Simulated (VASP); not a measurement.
# CsH (Fm-3m) in VASP: notebook

Runs on CsH. Level: PBEsol. Tasks: single point.

All numbers are computed with VASP 6.6.1; they aren't measurements. Logs are shortened: lines on timing, memory, paths and dates and some standing lists are left out, and cuts for length are marked.

### Step 1. The cell of the first run

It takes space group Fm-3m (No. 225, cubic). The conventional cell has a = 5.071 Å, b = 5.071 Å, c = 5.071 Å, α = 90.00°, β = 90.00°, γ = 90.00°. Within 3.3 Å of Cs (site symmetry m-3m) lie 6 H at 2.54 Å. Within 3.3 Å of H (site symmetry m-3m) lie 6 Cs at 2.54 Å.

### Step 2. Single point, PBEsol

INCAR

```
SYSTEM = CsH
ALGO = Normal
EDIFF = 1E-7
ENCUT = 520
GGA = PS
ISIF = 2
ISMEAR = 0
LASPH = .TRUE.
LCHARG = .FALSE.
LREAL = .FALSE.
LWAVE = .FALSE.
NBANDS = 12
NELM = 60
PREC = Accurate
SIGMA = 0.02
```

KPOINTS

```
k-points
0
G
  6 6 6
  0 0 0
```

POSCAR

```
CsH
1.0
    0.0000000000      2.5356400823      2.5356400823
    2.5356400823      0.0000000000      2.5356400823
    2.5356400823      2.5356400823      0.0000000000
Cs H
1 1
Direct
    0.0000000000      0.0000000000      0.0000000000
    0.5000000000      0.5000000000      0.5000000000
```

Potentials or basis: VASP PAW PBE potentials, release 64 (Cs_sv, H).

Command:

```bash
cat potpaw_PBE.64/Cs_sv/POTCAR potpaw_PBE.64/H/POTCAR > POTCAR
mpirun -np 1 vasp_std > vasp.out
```

OUTCAR:

```text
SYSTEM = CsH
   EDIFF = 1E-7
   ENCUT = 520
   GGA = PS
   ISIF = 2
   ISMEAR = 0
   LASPH = .TRUE.
   LREAL = .FALSE.
   NELM = 60
   PREC = Accurate

 ion  position               nearest neighbor table
   1  0.000  0.000  0.000-
   2  0.500  0.500  0.500-

  LATTYP: Found a face centered cubic cell.
 ALAT       =     5.0712801646

  Lattice vectors:

 A1 = (   0.0000000000,   2.5356400823,   2.5356400823)
 A2 = (   2.5356400823,   0.0000000000,   2.5356400823)
 A3 = (   2.5356400823,   2.5356400823,   0.0000000000)

Analysis of symmetry for initial positions (statically):
=====================================================================
 Subroutine PRICEL returns:
 Original cell was already a primitive cell.

 Routine SETGRP: Setting up the symmetry group for a
 face centered cubic supercell.

 Subroutine GETGRP returns: Found 48 space group operations
 (whereof 48 operations were pure point group operations)
 out of a pool of 48 trial point group operations.

The static configuration has the point symmetry O_h .

Analysis of symmetry for dynamics (positions and initial velocities):
=====================================================================
 Subroutine PRICEL returns:
 Original cell was already a primitive cell.

 Routine SETGRP: Setting up the symmetry group for a
 face centered cubic supercell.

 Subroutine GETGRP returns: Found 48 space group operations
 (whereof 48 operations were pure point group operations)
 out of a pool of 48 trial point group operations.

The dynamic configuration has the point symmetry O_h .

 Subroutine INISYM returns: Found 48 space group operations
 (whereof 48 operations are pure point group operations),
 and found     1 'primitive' translations

----------------------------------------------------------------------------------------

                                     Primitive cell

  volume of cell :      32.6056

  direct lattice vectors                    reciprocal lattice vectors
     0.000000000  2.535640082  2.535640082    -0.197188869  0.197188869  0.197188869
     2.535640082  0.000000000  2.535640082     0.197188869 -0.197188869  0.197188869
     2.535640082  2.535640082  0.000000000     0.197188869  0.197188869 -0.197188869

  length of vectors
     3.585936594  3.585936594  3.585936594     0.341541140  0.341541140  0.341541140

  position of ions in fractional coordinates (direct lattice)
     0.000000000  0.000000000  0.000000000
     0.500000000  0.500000000  0.500000000

  ion indices of the primitive-cell ions
[... 76 lines left out ...]
   PSTRESS=    0.0 pullay stress
   NELECT =      10.0000    total number of electrons
   NUPDOWN=      -1.0000    fix difference up-down
   EMIN   =  10.00;   EMAX   =-10.00  energy-range for DOS
   EFERMI =   0.00;   METHOD = LEGACY
   ISMEAR =     0;   SIGMA  =   0.02  broadening in eV -4-tet -1-fermi 0-gaus
   EFERMI_NEDOS =   21; number of points for ismear=-14 and -15
   IALGO  =     38    algorithm
   IMIX   =      4    mixing-type and parameters
     AMIX     =   0.40;   BMIX     =  1.00
     AMIX_MAG =   1.60;   BMIX_MAG =  1.00
  volume/ion in A,a.u.               =      16.30       110.02
  Fermi-wavevector in a.u.,A,eV,Ry     =   1.104021  2.086297 16.583621  1.218862
  Thomas-Fermi vector in A             =   2.240487
   LORBIT       =      0    0 simple, 1 ext, 2 COOP (PROOUT), +10 PAW based schemes
   GGA     = PS    functional components
   LHFCALC =     F    Hartree Fock is set to
   AEXX    =    0.0000 exact exchange contribution
   IVDW    =     0    specifies the selected vdW correction
   LEPSILON=     F    determine dielectric tensor
   LRPA    =     F    only Hartree local field effects (RPA)
 non-spin polarized calculation
 Gauss-broadening in eV      SIGMA  =   0.02
  energy-cutoff  :      520.00
  volume of cell :       32.61
 maximum number of plane-waves:       899
 NGX is ok and might be reduce to    28
   NGX = 13   NGY = 13   NGZ = 13

 number of electron      10.0000001 magnetization

 Free energy of the ion-electron system (eV)
  ---------------------------------------------------
  ext. energy  EPLUGINS =         0.00000000
  ---------------------------------------------------
  free energy    TOTEN  =        -3.44321809 eV

  energy without entropy =       -3.44321809  energy(sigma->0) =       -3.44321809

 E-fermi :   5.2545     XC(G=0): -10.4763

 val. band max:        5.0851455720   @ k =   0.5000   0.0000   0.0000
 cond. band min:       5.3544783014   @ k =   0.5000   0.5000   0.0000
 fundamental gap:      0.2693327294
 Fermi energy:         5.2545261772

 k-point     1 :       0.0000    0.0000    0.0000
  band No.  band energies     occupation
      1     -18.3992      2.00000
      2      -2.7608      2.00000
      3      -2.7608      2.00000
      4      -2.7608      2.00000
      5       1.8969      2.00000
      6       9.3114      0.00000
      7       9.3114      0.00000
      8       9.3114      0.00000
      9      12.9307      0.00000
     10      12.9307      0.00000
     11      13.3868      0.00000
     12      13.4811      0.00000
[... 211 lines left out ...]
 k-point    16 :      -0.3333    0.5000    0.1667
  band No.  band energies     occupation
      1     -17.1932      2.00000
      2      -6.0377      2.00000
      3      -4.9623      2.00000
      4      -4.7287      2.00000
      5       2.0326      2.00000
      6       7.1196      0.00000
      7      11.1312      0.00000
      8      11.2044      0.00000
      9      16.6703      0.00000
     10      17.0067      0.00000
     11      17.1256      0.00000
     12      17.9840      0.00000

------------------------ aborting loop because EDIFF is reached ----------------------------------------

  FORCE on cell =-STRESS in cart. coord.  units (eV):
  Direction    XX          YY          ZZ          XY          YZ          ZX
  --------------------------------------------------------------------------------------
  -------------------------------------------------------------------------------------
  Total        4.3178264      4.3178264      4.3178264      0.0000000      0.0000000     -0.0000000
  in kB      212.1694950    212.1694950    212.1694950      0.0000000      0.0000000     -0.0000000
  external PRESSURE =     212.1694950 kB  Pullay stress =       0.0000000 kB

 VOLUME and BASIS-vectors are now :
 -----------------------------------------------------------------------------
  energy-cutoff  :      520.00
  volume of cell :       32.61
      direct lattice vectors                 reciprocal lattice vectors
     0.000000000  2.535640082  2.535640082    -0.197188869  0.197188869  0.197188869
     2.535640082  0.000000000  2.535640082     0.197188869 -0.197188869  0.197188869
     2.535640082  2.535640082  0.000000000     0.197188869  0.197188869 -0.197188869

 POSITION                                       TOTAL-FORCE (eV/Angst)
 -----------------------------------------------------------------------------------
      0.00000      0.00000      0.00000        -0.000000     -0.000000     -0.000000
      2.53564      2.53564      2.53564         0.000000      0.000000      0.000000
 -----------------------------------------------------------------------------------
    total drift:                               -0.000000      0.000000      0.000000

  FREE ENERGIE OF THE ION-ELECTRON SYSTEM (eV)
  ---------------------------------------------------
  free  energy   TOTEN  =        -3.4432180886 eV

  energy  without entropy=       -3.4432180886  energy(sigma->0) =       -3.44321809
```

stdout:

```text
POSCAR found type information on POSCAR CsH
 POSCAR found :  2 types and       2 ions
 scaLAPACK will be used
 -----------------------------------------------------------------------------
|                                                                             |
|                                                                             |
|     You enforced a specific xc type in the INCAR file but a different       |
|     I HOPE YOU KNOW WHAT YOU ARE DOING!                                     |
|                                                                             |
 -----------------------------------------------------------------------------

 LDA part: xc-table for (Slater+PW92), standard interpolation
 POSCAR, INCAR and KPOINTS ok, starting setup
 FFT: planning ... GRIDC
 FFT: planning ... GRID_SOFT
 FFT: planning ... GRID
 WAVECAR not read
 entering main loop
```

It took 17 s on 1 thread of Intel Xeon 8259CL, shared host; peak memory 0.15 GiB.

What came out:

| Item | Value |
| --- | --- |
| Free energy | -3.4432 eV |
| Pressure | 21.2 GPa |
| Band gap on the k mesh | 0.27 eV (least direct gap 0.50 eV) |

Caveat: the cell stands under pressure; the PAW data sets were made with another functional, which shifts forces and pressure a little; spin-orbit coupling is left out, which moves the levels of the heavy elements. A k mesh can miss the band edges.

### Step 3. Single point, PBEsol

This run uses another cell than the first one, of 19.63 Å³/atom.

INCAR

```
SYSTEM = CsH
  PREC = Accurate
  ENCUT = 520
  EDIFF = 1E-7
  ISMEAR = 0
  SIGMA = 0.02
  LREAL = .FALSE.
  LASPH = .TRUE.
  NELM = 100
  ALGO = Normal
  ISIF = 2
  LWAVE = .FALSE.
  LCHARG = .FALSE.
  GGA = PS
  NBANDS = 12
```

KPOINTS

```
Automatic mesh
0
G
  6 6 6
  0 0 0
```

POSCAR

```
CsH
1.0
    0.0000000000      2.6973687485      2.6973687485
    2.6973687485      0.0000000000      2.6973687485
    2.6973687485      2.6973687485      0.0000000000
Cs H
1 1
Direct
    0.0000000000      0.0000000000      0.0000000000
    0.5000000000      0.5000000000      0.5000000000
```

Potentials or basis: VASP PAW PBE potentials, release 64 (Cs_sv, H).

Command:

```bash
cat potpaw_PBE.64/Cs_sv/POTCAR potpaw_PBE.64/H/POTCAR > POTCAR
mpirun -np 1 vasp_std > vasp.out
```

Run time: 16 s. Hardware: 1 thread of Intel Xeon 8259CL, shared host; peak memory 0.16 GiB.

The run converged. Its results:

```
Free energy            : -4.0760 eV
Pressure               : 10.5 GPa
Band gap on the k mesh : 1.00 eV
```

Levels at points of the mesh, in eV from the valence-band top:
| k point | band 3 | band 4 | band 5 | band 6 | band 7 | band 8 |
| --- | --- | --- | --- | --- | --- | --- |
| (0.00, 0.00, 0.00) | -7.87 | -7.87 | -2.95 | 4.57 | 4.57 | 4.57 |
| (0.50, 0.00, 0.00) | -8.19 | -8.19 | 0.00 | 1.00 | 3.90 | 3.90 |
| (0.50, 0.50, 0.00) | -8.85 | -8.85 | -3.34 | 1.24 | 8.04 | 10.14 |

Caveat: the cell stands under pressure; the PAW data sets were made with another functional, which shifts forces and pressure a little; spin-orbit coupling is left out, which moves the levels of the heavy elements.

(Continued in part 2 of 2.)
